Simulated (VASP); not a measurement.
# CS2 (Cmce) in VASP: settings compared

The runs below take CS2 through single point, with PBE, PBEsol, PBEsol+D3(BJ).

Program: VASP 6.6.1. These are calculated values, not measurements. Logs are shortened: lines on timing, memory, paths and dates and some standing lists are left out, and cuts for length are marked.

## 1. The cell of the first run

Symmetry: Cmce, No. 64, orthorhombic system. Conventional cell: a = 7.292 Å, b = 5.989 Å, c = 9.851 Å, α = 90.00°, β = 90.00°, γ = 90.00°. Within 2.1 Å of S (site symmetry m) lie 1 C at 1.56 Å. Within 2.1 Å of C (site symmetry 2/m) lie 2 S at 1.56 Å.

## 2. Single point, PBE

File INCAR:

```
ALGO = Normal
EDIFF = 1E-7
ENCUT = 520
GGA = PE
ISIF = 2
ISMEAR = -1
LASPH = True
LCHARG = False
LREAL = False
LWAVE = False
NBANDS = 25
NELM = 80
PREC = Accurate
SIGMA = 0.05
```

File KPOINTS:

```
k-points
0
Gamma
  6 6 3
```

File POSCAR:

```
CS2
1.0
    3.6457880000     -2.9943140000      0.0000000000
    3.6457880000      2.9943140000      0.0000000000
    0.0000000000      0.0000000000      9.8512570000
S C
4 2
Direct
    0.1815210000      0.8184790000      0.8868670000
    0.3184790000      0.6815210000      0.3868670000
    0.6815210000      0.3184790000      0.6131330000
    0.8184790000      0.1815210000      0.1131330000
    0.5000000000      0.5000000000      0.5000000000
    0.0000000000      0.0000000000      0.0000000000
```

Potentials or basis: VASP PAW PBE potentials, release 64 (S, C).

Run with:

```sh
> cat potpaw_PBE.64/S/POTCAR potpaw_PBE.64/C/POTCAR > POTCAR
> mpirun -np 1 vasp_std > vasp.out
```

OUTCAR:

```text
EDIFF = 1E-7
   ENCUT = 520
   GGA = PE
   ISIF = 2
   ISMEAR = -1
   LASPH = True
   LREAL = False
   NELM = 80
   PREC = Accurate

 ion  position               nearest neighbor table
   1  0.182  0.818  0.887-   6 1.56
   2  0.318  0.682  0.387-   5 1.56
   3  0.682  0.318  0.613-   5 1.56
   4  0.818  0.182  0.113-   6 1.56
   5  0.500  0.500  0.500-   2 1.56   3 1.56
   6  0.000  0.000  0.000-   1 1.56   4 1.56

  LATTYP: Found a base centered orthorhombic cell.
 ALAT       =     5.9886280000
 B/A-ratio  =     1.2175703684
 C/A-ratio  =     1.6449939786

  Lattice vectors:

 A1 = (  -3.6457880000,  -2.9943140000,   0.0000000000)
 A2 = (   3.6457880000,  -2.9943140000,   0.0000000000)
 A3 = (   0.0000000000,   0.0000000000,   9.8512570000)

Analysis of symmetry for initial positions (statically):
=====================================================================
 Subroutine PRICEL returns:
 Original cell was already a primitive cell.

 Routine SETGRP: Setting up the symmetry group for a
 base centered orthorhombic supercell.

 Subroutine GETGRP returns: Found  8 space group operations
 (whereof  4 operations were pure point group operations)
 out of a pool of  8 trial point group operations.

The static configuration has the point symmetry C_2h.
 The point group associated with its full space group is D_2h.

Analysis of symmetry for dynamics (positions and initial velocities):
=====================================================================
 Subroutine PRICEL returns:
 Original cell was already a primitive cell.

 Routine SETGRP: Setting up the symmetry group for a
 base centered orthorhombic supercell.

 Subroutine GETGRP returns: Found  8 space group operations
 (whereof  4 operations were pure point group operations)
 out of a pool of  8 trial point group operations.

The dynamic configuration has the point symmetry C_2h.
 The point group associated with its full space group is D_2h.

 Subroutine INISYM returns: Found  8 space group operations
 (whereof  4 operations are pure point group operations),
 and found     1 'primitive' translations

----------------------------------------------------------------------------------------

                                     Primitive cell
[... 91 lines left out ...]
   ISTART =      0    job   : 0-new  1-cont  2-samecut
   ICHARG =      2    charge: 1-file 2-atom 10-const
   ISPIN  =      1    spin polarized calculation?
   LNONCOLLINEAR =      F non collinear calculations
   LSORBIT =      F    spin-orbit coupling
   LASPH  =      T    aspherical Exc in radial PAW
   ENCUT  =  520.0 eV  38.22 Ry    6.18 a.u.   8.77  8.77 18.32*2*pi/ulx,y,z
   NELM   =     80;   NELMIN=  2; NELMDL= -5     # of ELM steps
   EDIFF  = 0.1E-06   stopping-criterion for ELM
   LREAL  =      F    real-space projection
   EDIFFG = 0.1E-05   stopping-criterion for IOM
   NSW    =      0    number of steps for IOM
   IBRION =     -1    ionic relax: 0-MD 1-quasi-New 2-CG
   NFREE  =      0    steps in history (QN), initial steepest desc. (CG)
   ISIF   =      2    stress and relaxation
   ISYM   =      2    0-nonsym 1-usesym 2-fastsym
   POTIM  = 0.5000    time-step for ionic-motion
   TEBEG  =    0.0;   TEEND  =   0.0 temperature during run
   PSTRESS=    0.0 pullay stress
   NELECT =      32.0000    total number of electrons
   NUPDOWN=      -1.0000    fix difference up-down
   EMIN   =  10.00;   EMAX   =-10.00  energy-range for DOS
   EFERMI =   0.00;   METHOD = LEGACY
   ISMEAR =    -1;   SIGMA  =   0.05  broadening in eV -4-tet -1-fermi 0-gaus
   EFERMI_NEDOS =   21; number of points for ismear=-14 and -15
   IALGO  =     38    algorithm
   IMIX   =      4    mixing-type and parameters
     AMIX     =   0.40;   BMIX     =  1.00
     AMIX_MAG =   1.60;   BMIX_MAG =  1.00
  volume/ion in A,a.u.               =      35.85       241.91
  Fermi-wavevector in a.u.,A,eV,Ry     =   0.867470  1.639281 10.238452  0.752505
  Thomas-Fermi vector in A             =   1.986009
   LORBIT       =      0    0 simple, 1 ext, 2 COOP (PROOUT), +10 PAW based schemes
   GGA     = PE    functional components
   LHFCALC =     F    Hartree Fock is set to
   AEXX    =    0.0000 exact exchange contribution
   IVDW    =     0    specifies the selected vdW correction
   LEPSILON=     F    determine dielectric tensor
   LRPA    =     F    only Hartree local field effects (RPA)
 non-spin polarized calculation
  energy-cutoff  :      520.00
  volume of cell :      215.09
 maximum number of plane-waves:      5823
   NGX = 17   NGY = 17   NGZ = 37

 number of electron      31.9999998 magnetization

 Free energy of the ion-electron system (eV)
  ---------------------------------------------------
  ext. energy  EPLUGINS =         0.00000000
  ---------------------------------------------------
  free energy    TOTEN  =       -33.37923947 eV

  energy without entropy =      -33.37923947  energy(sigma->0) =      -33.37923947

 E-fermi :  -1.0675     XC(G=0):  -6.2217

 val. band max:       -2.1668778277   @ k =   0.5000   0.5000   0.0000
 cond. band min:       1.2655233381   @ k =   0.5000   0.5000   0.0000
 fundamental gap:      3.4324011658
 Fermi energy:        -1.0675089787

 k-point     1 :       0.0000    0.0000    0.0000
  band No.  band energies     occupation
      1     -17.0249      2.00000
      2     -16.9861      2.00000
      3     -14.8448      2.00000
      4     -14.7767      2.00000
      5      -8.4619      2.00000
      6      -8.2214      2.00000
[... 661 lines left out ...]
     24       5.7858      0.00000
     25       6.1760      0.00000

 [... further k-points ...]
[... 5 lines left out ...]
  --------------------------------------------------------------------------------------
  -------------------------------------------------------------------------------------
  Total        0.0161605      0.0184914      0.0210213      0.0000000     -0.0000000      0.0000000
  in kB        0.1203798      0.1377431      0.1565882      0.0000000     -0.0000000      0.0000000
  external PRESSURE =       0.1382370 kB  Pullay stress =       0.0000000 kB

 VOLUME and BASIS-vectors are now :
 -----------------------------------------------------------------------------
  energy-cutoff  :      520.00
  volume of cell :      215.09
      direct lattice vectors                 reciprocal lattice vectors
     3.645788000 -2.994314000  0.000000000     0.137144562 -0.166983155  0.000000000
     3.645788000  2.994314000  0.000000000     0.137144562  0.166983155  0.000000000
     0.000000000  0.000000000  9.851257000     0.000000000  0.000000000  0.101509889

 POSITION                                       TOTAL-FORCE (eV/Angst)
 -----------------------------------------------------------------------------------
      3.64579      1.90725      8.73675         0.000000     -0.000741     -0.002804
      3.64579      1.08706      3.81113         0.000000      0.000741     -0.002804
      3.64579     -1.08706      6.04013         0.000000     -0.000741      0.002804
      3.64579     -1.90725      1.11450         0.000000      0.000741      0.002804
      3.64579      0.00000      4.92563         0.000000      0.000000      0.000000
      0.00000      0.00000      0.00000        -0.000000      0.000000      0.000000
 -----------------------------------------------------------------------------------
    total drift:                                0.000000     -0.000000     -0.000000

  FREE ENERGIE OF THE ION-ELECTRON SYSTEM (eV)
  ---------------------------------------------------
  free  energy   TOTEN  =       -33.3792394692 eV

  energy  without entropy=      -33.3792394692  energy(sigma->0) =      -33.37923947
```

stdout:

```text
POSCAR found type information on POSCAR S C
 POSCAR found :  2 types and       6 ions
 scaLAPACK will be used
 LDA part: xc-table for (Slater+PW92), standard interpolation
 POSCAR, INCAR and KPOINTS ok, starting setup
 FFT: planning ... GRIDC
 FFT: planning ... GRID_SOFT
 FFT: planning ... GRID
 WAVECAR not read
 entering main loop
```

Wall time 1.9 min (1 thread of Intel Xeon Platinum 8488C (Sapphire Rapids), shared host); peak memory 0.35 GiB.

What came out:

- Free energy: -33.3792 eV
- Pressure: 0.0 GPa
- Band gap on the k mesh: 3.43 eV, direct

Forces in eV/Å, atoms in the order of the input:
```
S    0.000 -0.001 -0.003
S    0.000  0.001 -0.003
S    0.000 -0.001  0.003
S    0.000  0.001  0.003
C    0.000  0.000  0.000
C    0.000  0.000  0.000
```

Levels at points of the mesh, in eV from the valence-band top:
| k point | band 13 | band 14 | band 15 | band 16 | band 17 | band 18 | band 19 | band 20 |
| --- | --- | --- | --- | --- | --- | --- | --- | --- |
| (0.00, 0.00, 0.00) | -0.48 | -0.37 | -0.34 | -0.19 | 3.48 | 3.57 | 3.79 | 4.01 |
| (0.50, 0.00, 0.00) | -0.30 | -0.30 | -0.14 | -0.14 | 3.56 | 3.56 | 3.71 | 3.71 |
| (0.50, 0.50, 0.00) | -0.57 | -0.48 | -0.27 | 0.00 | 3.43 | 3.48 | 4.11 | 4.16 |

A k mesh can miss the band edges. Expect the measured gap to be larger: semilocal functionals such as PBE lack the derivative discontinuity.

## 3. Single point, PBEsol

This run uses another cell than the first one, of 27.53 Å³/atom, 0.768 times its volume.

File INCAR:

```
  ALGO = Normal
  EDIFF = 1E-6
  ENCUT = 910
  GGA = PS
  GGA_COMPAT = False
  ISIF = 2
  ISMEAR = -1
  LASPH = True
  LCHARG = False
  LREAL = False
  LWAVE = False
  NBANDS = 25
  NELM = 120
  PREC = Accurate
  SIGMA = 0.05
```

KPOINTS is that of step 2.

File POSCAR:

```
CS2
1.0
    3.0923110680     -2.8213878318      0.0000000000
    3.0923110680      2.8213878318      0.0000000000
    0.0000000000      0.0000000000      9.4649539865
S C
4 2
Direct
    0.1757677872      0.8242322128      0.8729555891
    0.3242322128      0.6757677872      0.3729555891
    0.6757677872      0.3242322128      0.6270444109
    0.8242322128      0.1757677872      0.1270444109
    0.5000000000      0.5000000000      0.5000000000
    0.0000000000      0.0000000000      0.0000000000
```

Potentials or basis: VASP PAW PBE potentials, release 64 (S, C_h).

Run with:

```sh
> cat potpaw_PBE.64/S/POTCAR potpaw_PBE.64/C_h/POTCAR > POTCAR
> mpirun -np 1 vasp_std > vasp.out
```

Run time: 1.9 min. Hardware: 1 thread of Intel Xeon 6975P-C (Granite Rapids), shared host; peak memory 0.52 GiB.

The run converged. Its results:

| Property | Result |
| --- | --- |
| Free energy | -34.6677 eV |
| Pressure | -0.5 GPa |
| Largest force | 0.225 eV/Å |
| Band gap on the k mesh | 2.93 eV, direct |

Forces on the atoms (eV/Å):
```
S    0.000  0.143  0.173
S    0.000 -0.143  0.173
S    0.000  0.143 -0.173
S    0.000 -0.143 -0.173
C    0.000  0.000  0.000
C    0.000  0.000  0.000
```

Stress tensor (GPa, compression positive):
```
-0.06  0.00  0.00
 0.00 -0.62  0.00
 0.00  0.00 -0.86
```

Levels at points of the mesh, in eV from the valence-band top:
```csv
k point,band 12,band 13,band 14,band 15,band 16,band 17,band 18,band 19,band 20,band 21
"(0.00, 0.00, 0.00)",-2.63,-0.71,-0.58,-0.47,-0.10,3.03,3.10,3.79,3.94,5.41
"(0.50, 0.00, 0.00)",-2.78,-0.50,-0.50,-0.27,-0.27,3.37,3.37,3.61,3.61,6.83
"(0.50, 0.50, 0.00)",-3.28,-1.10,-1.05,-0.30,0.00,2.93,3.06,4.32,4.44,5.88
```

Caveat: the cutoff is under 1.25 times the usual one of these potentials, so pressure, stress and relaxed cells hold a basis-set (Pulay) error; the PAW data sets were made with another functional, which shifts forces and pressure a little.

## 4. Single point, PBEsol+D3(BJ)

This run uses another cell than the first one, of 22.71 Å³/atom, 0.633 times its volume.

File INCAR:

```
ALGO     = Normal         # electronic algorithm
EDIFF    = 1E-7           # SCF threshold, eV
ENCUT    = 520            # plane-wave cutoff, eV
GGA      = PS             # functional
ISIF     = 2              # what is computed and relaxed
ISMEAR   = -1             # smearing method
IVDW     = 12             # dispersion correction
LASPH    = T              # aspherical terms in the spheres
LCHARG   = F              # write CHGCAR
LREAL    = F              # projectors in reciprocal space
LWAVE    = F              # write WAVECAR
NBANDS   = 25             # bands
NELM     = 100            # most SCF steps
PREC     = Accurate       # precision mode
SIGMA    = 0.05           # smearing width, eV
```

KPOINTS is that of step 3.

File POSCAR:

```
CS2
1.0
    2.9107249425     -2.6042181613      0.0000000000
    2.9107249425      2.6042181613      0.0000000000
    0.0000000000      0.0000000000      8.9871762530
S C
4 2
Direct
    0.2005427768      0.7994572232      0.8712667812
    0.2994572232      0.7005427768      0.3712667812
    0.7005427768      0.2994572232      0.6287332188
    0.7994572232      0.2005427768      0.1287332188
    0.5000000000      0.5000000000      0.5000000000
    0.0000000000      0.0000000000      0.0000000000
```

Potentials or basis: VASP PAW PBE potentials, release 64 (S, C).

Run with:

```sh
> cat potpaw_PBE.64/S/POTCAR potpaw_PBE.64/C/POTCAR > POTCAR
> mpirun -np 1 vasp_std > vasp.out
```

It took 76 s on 1 thread of AMD EPYC 7R13 (Zen 3), shared host; peak memory 0.24 GiB.

It converged, with:

- Free energy: -35.4735 eV
- Pressure: -0.6 GPa
- Largest force: 0.223 eV/Å
- Band gap on the k mesh: 2.48 eV, indirect (least direct gap 2.51 eV)
- Dispersion energy per atom: -0.149 eV

Forces in eV/Å, atoms in the order of the input:
```
S    0.000  0.149  0.166
S    0.000 -0.149  0.166
S    0.000  0.149 -0.166
S    0.000 -0.149 -0.166
C    0.000  0.000  0.000
C    0.000  0.000  0.000
```

Stress tensor (GPa, compression positive):
```
-0.03  0.00  0.00
 0.00 -0.77  0.00
 0.00  0.00 -0.94
```

Levels at points of the mesh, in eV from the valence-band top:
```csv
k point,band 14,band 15,band 16,band 17,band 18,band 19
"(0.00, 0.00, 0.00)",-0.82,-0.77,-0.15,2.60,2.73,3.56
"(0.50, 0.00, 0.00)",-0.70,-0.28,-0.28,3.06,3.06,3.57
"(0.50, 0.50, 0.00)",-1.54,-0.61,-0.03,2.48,2.85,4.49
```

Caveat: the PAW data sets were made with another functional, which shifts forces and pressure a little. A k mesh can miss the band edges.

## 5. The runs side by side

```tsv
level	potentials or basis	cell	cutoff (eV)	second run	gap on the mesh (eV)	pressure (GPa)	largest force (eV/Å)
PBE	VASP PAW PBE potentials, release 64 (S, C)	a = 4.718, b = 4.718, c = 9.851 Å, angles 90.0, 90.0, 78.8°, 6 atoms	520	-	3.43	0.0	-
PBEsol	VASP PAW PBE potentials, release 64 (S, C_h)	a = 4.186, b = 4.186, c = 9.465 Å, angles 90.0, 90.0, 84.8°, 6 atoms	910	hard_potentials	2.93	-0.5	0.22
PBEsol+D3(BJ)	VASP PAW PBE potentials, release 64 (S, C)	a = 3.906, b = 3.906, c = 8.987 Å, angles 90.0, 90.0, 83.6°, 6 atoms	520	-	2.48	-0.6	0.22
```

Alike in all rows: task single point; no spin polarisation; k mesh 6 × 6 × 3; smearing fermi-dirac 0.05 eV.

Caveats: the PAW data sets were made with another functional, which shifts forces and pressure a little (some runs); the cutoff is under 1.25 times the usual one of these potentials, so pressure, stress and relaxed cells hold a basis-set (Pulay) error (some runs).

Total energies depend on the potentials used, so only differences within one code and one set of settings carry meaning.
